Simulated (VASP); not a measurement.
# Si16O (a cell with a defect) in VASP: single point with PBE

Aim: the single point of Si16O (a cell with a defect) with PBE.

Everything below comes from runs of VASP 6.6.1. Logs are shortened: lines on timing, memory, paths and dates and some standing lists are left out, and cuts for length are marked.

## Step 1: The cell of the first run

The cell holds a defect, 17 atoms: a = 7.679 Å, b = 7.679 Å, c = 7.679 Å, α = 60.00°, β = 60.00°, γ = 60.00°.

## Step 2: Single point, PBE, collinear spin, zero start

INCAR reads:

```
SYSTEM = Si16O
PREC = Accurate
ENCUT = 520
EDIFF = 1E-7
ISMEAR = 0
SIGMA = 0.05
LREAL = Auto
LASPH = .TRUE.
NELM = 150
ALGO = Normal
ISIF = 2
LWAVE = .FALSE.
LCHARG = .FALSE.
ISPIN = 2
MAGMOM = 0 0 0 0 0 0 0 0 0 0 0 0 0 0 0 0 0
LORBIT = 11
GGA = PE
NBANDS = 53
```

KPOINTS reads:

```
Automatic mesh
0
G
  2 2 2
  0 0 0
```

POSCAR reads:

```
Si16O
1.0
    0.0000000000      5.4300000000      5.4300000000
    5.4300000000      0.0000000000      5.4300000000
    5.4300000000      5.4300000000      0.0000000000
Si O
16 1
Direct
    0.0038345304     -0.0003595764      0.0006638122
    0.1161170350      0.1774107735      0.0857824125
   -0.0125739411      0.0470706262      0.4567037753
    0.1443533149      0.0738689687      0.6291846225
   -0.0172028545      0.5488505525     -0.0268201657
    0.1231755985      0.6239750460      0.1290923573
    0.0108357274      0.4453988950      0.5039937385
    0.1370405157      0.5775587477      0.6167103131
    0.4893399632      0.0158290976     -0.0029254144
    0.6289324125      0.1251550645      0.1221526703
    0.5179335175     -0.0153327808      0.4964025783
    0.6218705341      0.1295488029      0.6235287293
    0.4979592081      0.4996628913      0.0005709945
    0.6091604972      0.6403525783      0.1228498158
    0.5020783610      0.4990218232      0.4988772560
    0.6376837937      0.6091333333      0.6265712707
    0.0585427256      0.8122694291      0.4379335175
```

Potentials or basis: VASP PAW PBE potentials, release 64 (Si, O).

The run is started by

```console
cat potpaw_PBE.64/Si/POTCAR potpaw_PBE.64/O/POTCAR > POTCAR
mpirun -np 1 vasp_std > vasp.out
```

OUTCAR:

```text
SYSTEM = Si16O
   PREC = Accurate
   ENCUT = 520
   EDIFF = 1E-7
   ISMEAR = 0
   LREAL = Auto
   LASPH = .TRUE.
   NELM = 150
   ISIF = 2
   ISPIN = 2
   LORBIT = 11
   GGA = PE

 ion  position               nearest neighbor table
   1  0.004  1.000  0.001-  10 2.35   4 2.35   6 2.36   2 2.38
   2  0.116  0.177  0.086-   3 2.33   5 2.33   9 2.36   1 2.38
   3  0.987  0.047  0.457-  17 1.66  12 2.32   4 2.32   2 2.33   8 2.94
   4  0.144  0.074  0.629-   3 2.32   7 2.33   1 2.35  11 2.36
   5  0.983  0.549  0.973-   8 2.32   2 2.33   6 2.35  14 2.35
   6  0.123  0.624  0.129-  13 2.35   5 2.35   1 2.36   7 2.38
   7  0.011  0.445  0.504-   8 2.33   4 2.33  16 2.36   6 2.38
   8  0.137  0.578  0.617-  17 1.66  15 2.31   5 2.32   7 2.33   3 2.94
   9  0.489  0.016  0.997-  12 2.34  10 2.35  14 2.35   2 2.36
  10  0.629  0.125  0.122-   9 2.35  13 2.35  11 2.35   1 2.35
  11  0.518  0.985  0.496-  10 2.35  16 2.35   4 2.36  12 2.36
  12  0.622  0.130  0.624-   3 2.32  15 2.32   9 2.34  11 2.36
  13  0.498  0.500  0.001-  16 2.35  10 2.35  14 2.35   6 2.35
  14  0.609  0.640  0.123-  13 2.35   5 2.35   9 2.35  15 2.36
  15  0.502  0.499  0.499-   8 2.31  12 2.32  16 2.34  14 2.36
  16  0.638  0.609  0.627-  15 2.34  13 2.35  11 2.35   7 2.36
  17  0.059  0.812  0.438-   8 1.66   3 1.66

  LATTYP: Found a face centered cubic cell.
 ALAT       =    10.8600000000

  Lattice vectors:

 A1 = (   0.0000000000,   5.4300000000,   5.4300000000)
 A2 = (   5.4300000000,   0.0000000000,   5.4300000000)
 A3 = (   5.4300000000,   5.4300000000,   0.0000000000)

Analysis of symmetry for initial positions (statically):
=====================================================================
 Subroutine PRICEL returns:
 Original cell was already a primitive cell.

 Routine SETGRP: Setting up the symmetry group for a
 face centered cubic supercell.

 Subroutine GETGRP returns: Found  1 space group operations
 (whereof  1 operations were pure point group operations)
 out of a pool of 48 trial point group operations.

The static configuration has the point symmetry C_1 .

Analysis of symmetry for dynamics (positions and initial velocities):
=====================================================================
 Subroutine PRICEL returns:
 Original cell was already a primitive cell.

 Routine SETGRP: Setting up the symmetry group for a
 face centered cubic supercell.

 Subroutine GETGRP returns: Found  1 space group operations
 (whereof  1 operations were pure point group operations)
 out of a pool of 48 trial point group operations.

The dynamic configuration has the point symmetry C_1 .

Analysis of structural, dynamic, and magnetic symmetry:
=====================================================================
 Subroutine PRICEL returns:
 Original cell was already a primitive cell.

 Routine SETGRP: Setting up the symmetry group for a
 face centered cubic supercell.

 Subroutine GETGRP returns: Found  1 space group operations
 (whereof  1 operations were pure point group operations)
 out of a pool of 48 trial point group operations.

The overall configuration has the point symmetry C_1 .

 Subroutine INISYM returns: Found  1 space group operations
 (whereof  1 operations are pure point group operations),
 and found     1 'primitive' translations

----------------------------------------------------------------------------------------

                                     Primitive cell

  volume of cell :     320.2060

  direct lattice vectors                    reciprocal lattice vectors
     0.000000000  5.430000000  5.430000000    -0.092081031  0.092081031  0.092081031
     5.430000000  0.000000000  5.430000000     0.092081031 -0.092081031  0.092081031
     5.430000000  5.430000000  0.000000000     0.092081031  0.092081031 -0.092081031

  length of vectors
     7.679179644  7.679179644  7.679179644     0.159489025  0.159489025  0.159489025

  position of ions in fractional coordinates (direct lattice)
     0.003834530  0.999640424  0.000663812
     0.116117035  0.177410774  0.085782413
     0.987426059  0.047070626  0.456703775
     0.144353315  0.073868969  0.629184622
     0.982797146  0.548850552  0.973179834
     0.123175598  0.623975046  0.129092357
[... 9 lines left out ...]
     0.637683794  0.609133333  0.626571271
[... 64 lines left out ...]
   NGX,Y,Z   is equivalent  to a cutoff of  12.99, 12.99, 12.99 a.u.
   NGXF,Y,Z  is equivalent  to a cutoff of  25.98, 25.98, 25.98 a.u.
 SYSTEM =  Si16O
   PREC   = accura    normal or accurate (medium, high low for compatibility)
   ISTART =      0    job   : 0-new  1-cont  2-samecut
   ICHARG =      2    charge: 1-file 2-atom 10-const
   ISPIN  =      2    spin polarized calculation?
   LNONCOLLINEAR =      F non collinear calculations
   LSORBIT =      F    spin-orbit coupling
   LASPH  =      T    aspherical Exc in radial PAW
   ENCUT  =  520.0 eV  38.22 Ry    6.18 a.u.  14.28 14.28 14.28*2*pi/ulx,y,z
   NELM   =    150;   NELMIN=  2; NELMDL= -5     # of ELM steps
   EDIFF  = 0.1E-06   stopping-criterion for ELM
   LREAL  =      T    real-space projection
   EDIFFG = 0.1E-05   stopping-criterion for IOM
   NSW    =      0    number of steps for IOM
   IBRION =     -1    ionic relax: 0-MD 1-quasi-New 2-CG
   NFREE  =      0    steps in history (QN), initial steepest desc. (CG)
   ISIF   =      2    stress and relaxation
   ISYM   =      2    0-nonsym 1-usesym 2-fastsym
   POTIM  = 0.5000    time-step for ionic-motion
   TEBEG  =    0.0;   TEEND  =   0.0 temperature during run
   PSTRESS=    0.0 pullay stress
   NELECT =      70.0000    total number of electrons
   NUPDOWN=      -1.0000    fix difference up-down
   EMIN   =  10.00;   EMAX   =-10.00  energy-range for DOS
   EFERMI =   0.00;   METHOD = LEGACY
   ISMEAR =     0;   SIGMA  =   0.05  broadening in eV -4-tet -1-fermi 0-gaus
   EFERMI_NEDOS =   21; number of points for ismear=-14 and -15
   IALGO  =     38    algorithm
   IMIX   =      4    mixing-type and parameters
     AMIX     =   0.40;   BMIX     =  1.00
     AMIX_MAG =   1.60;   BMIX_MAG =  1.00
  volume/ion in A,a.u.               =      18.84       127.11
  Fermi-wavevector in a.u.,A,eV,Ry     =   0.986199  1.863645 13.232857  0.972588
  Thomas-Fermi vector in A             =   2.117562
   LORBIT       =     11    0 simple, 1 ext, 2 COOP (PROOUT), +10 PAW based schemes
   GGA     = PE    functional components
   LHFCALC =     F    Hartree Fock is set to
   AEXX    =    0.0000 exact exchange contribution
   IVDW    =     0    specifies the selected vdW correction
   LEPSILON=     F    determine dielectric tensor
   LRPA    =     F    only Hartree local field effects (RPA)
 spin polarized calculation
 Gauss-broadening in eV      SIGMA  =   0.05
  energy-cutoff  :      520.00
  volume of cell :      320.21
 maximum number of plane-waves:      8646
 NGX is ok and might be reduce to    60
   NGX = 29   NGY = 29   NGZ = 29

 number of electron      70.0000000 magnetization      -0.0000000

 number of electron      70.0000000 magnetization       0.0000000

 Free energy of the ion-electron system (eV)
  ---------------------------------------------------
  ext. energy  EPLUGINS =         0.00000000
  ---------------------------------------------------
  free energy    TOTEN  =       -92.69546715 eV

  energy without entropy =      -92.69546715  energy(sigma->0) =      -92.69546715

 E-fermi :   6.1286     XC(G=0):  -9.5321

 val. band max:        5.8820107672   @ k =   0.0000   0.0000   0.0000
 cond. band min:       6.3725936846   @ k =   0.0000   0.0000   0.0000
 fundamental gap:      0.4905829174
 Fermi energy:         6.1285914237

 spin component 1

 k-point     1 :       0.0000    0.0000    0.0000
  band No.  band energies     occupation
      1     -14.4473      1.00000
      2      -5.8122      1.00000
      3      -4.3899      1.00000
      4      -3.6894      1.00000
      5      -3.6676      1.00000
      6      -3.3248      1.00000
[... 389 lines left out ...]
     46      10.1938      0.00000
     47      10.4747      0.00000
 Fermi energy:         6.1285914237

 spin component 2

 k-point     1 :       0.0000    0.0000    0.0000
  band No.  band energies     occupation
      1     -14.4473      1.00000
      2      -5.8122      1.00000
      3      -4.3899      1.00000
      4      -3.6894      1.00000
      5      -3.6676      1.00000
      6      -3.3248      1.00000
[... 389 lines left out ...]
     46      10.1938      0.00000
     47      10.4747      0.00000
 [bands above 47 left out]

------------------------ aborting loop because EDIFF is reached ----------------------------------------

  FORCE on cell =-STRESS in cart. coord.  units (eV):
  Direction    XX          YY          ZZ          XY          YZ          ZX
  --------------------------------------------------------------------------------------
  -------------------------------------------------------------------------------------
  Total        8.5302393      8.5040921      9.1364738     -3.0030415     -2.3703785      2.2875365
  in kB       42.6817593     42.5509298     45.7151041    -15.0259672    -11.8603851     11.4458782
  external PRESSURE =      43.6492644 kB  Pullay stress =       0.0000000 kB

 VOLUME and BASIS-vectors are now :
 -----------------------------------------------------------------------------
  energy-cutoff  :      520.00
  volume of cell :      320.21
      direct lattice vectors                 reciprocal lattice vectors
     0.000000000  5.430000000  5.430000000    -0.092081031  0.092081031  0.092081031
     5.430000000  0.000000000  5.430000000     0.092081031 -0.092081031  0.092081031
     5.430000000  5.430000000  0.000000000     0.092081031  0.092081031 -0.092081031

 POSITION                                       TOTAL-FORCE (eV/Angst)
 -----------------------------------------------------------------------------------
      5.43165      0.02443      5.44887         0.007890     -0.003663      0.002465
      1.42914      1.09631      1.59386        -0.002752      0.005530      0.008855
      2.73550      7.84162      5.61732         0.055563     -0.024456      0.046093
      3.81758      4.20031      1.18495         0.001088      0.008188     -0.000830
      8.26463     10.62096      8.31685         0.001458      0.005342     -0.008557
      4.08916      1.36981      4.05703         0.000993      0.002905     -0.000786
[... 9 lines left out ...]
      6.70988      6.86490      6.77022        -0.006698     -0.008572      0.002928
      6.78860      2.69587      4.72851        -0.036315     -0.047778      0.011326
 -----------------------------------------------------------------------------------
    total drift:                               -0.000432      0.007341     -0.002725

  FREE ENERGIE OF THE ION-ELECTRON SYSTEM (eV)
  ---------------------------------------------------
  free  energy   TOTEN  =       -92.6954671454 eV

  energy  without entropy=      -92.6954671454  energy(sigma->0) =      -92.69546715

 total charge

# of ion       s       p       d       tot
------------------------------------------
    1        0.744   0.937   0.000   1.681
    2        0.749   0.956   0.000   1.705
    3        0.742   0.946   0.000   1.688
    4        0.745   0.969   0.000   1.714
    5        0.745   0.970   0.000   1.715
    6        0.744   0.938   0.000   1.682
[... 9 lines left out ...]
   16        0.739   0.953   0.000   1.693
   17        1.576   3.600   0.000   5.176
--------------------------------------------------
tot         13.461  18.897   0.000  32.357

 magnetization (x)

# of ion       s       p       d       tot
------------------------------------------
    1        0.000   0.000   0.000   0.000
    2        0.000   0.000   0.000   0.000
    3        0.000  -0.000   0.000  -0.000
    4       -0.000  -0.000   0.000  -0.000
    5       -0.000  -0.000   0.000  -0.000
    6       -0.000   0.000   0.000  -0.000
[... 9 lines left out ...]
   16        0.000   0.000   0.000   0.000
   17       -0.000   0.000   0.000   0.000
--------------------------------------------------
tot         -0.000  -0.000   0.000  -0.000
```

Run time: 12 min. Hardware: 1 thread of Intel Xeon Platinum 8275CL at 3.00GHz (Skylake/Cascade Lake), shared host; peak memory 0.71 GiB.

Results:

```yaml
Free_energy: -92.6955 eV
Pressure: 4.4 GPa
Largest_force: 0.076 eV/Å
Band_gap_on_the_k_mesh: 0.49 eV
Net_moment: 0.00 μB per cell
Valence_electrons_inside_the_program's_atomic_spheres: Si 1.68, 1.71, 1.69, 1.72, 1.70 (each value once); O 5.18
```

Forces in eV/Å, atoms in the order of the input:
```
Si   0.008 -0.004  0.002
Si  -0.003  0.006  0.009
Si   0.056 -0.024  0.046
Si   0.001  0.008 -0.001
Si   0.001  0.005 -0.009
Si   0.001  0.003 -0.001
Si   0.005  0.001 -0.013
Si  -0.027  0.057 -0.039
Si  -0.001 -0.008 -0.001
Si   0.003  0.007 -0.003
Si   0.004 -0.003 -0.006
Si   0.002  0.000  0.005
Si  -0.005  0.007  0.002
Si   0.006 -0.004 -0.002
Si  -0.008  0.004 -0.006
Si  -0.007 -0.009  0.003
O   -0.036 -0.048  0.011
```

Stress tensor (GPa, compression positive):
```
 4.27 -1.50  1.14
-1.50  4.26 -1.19
 1.14 -1.19  4.57
```

Caveat: the k points lie up to 0.50 Å⁻¹ apart.
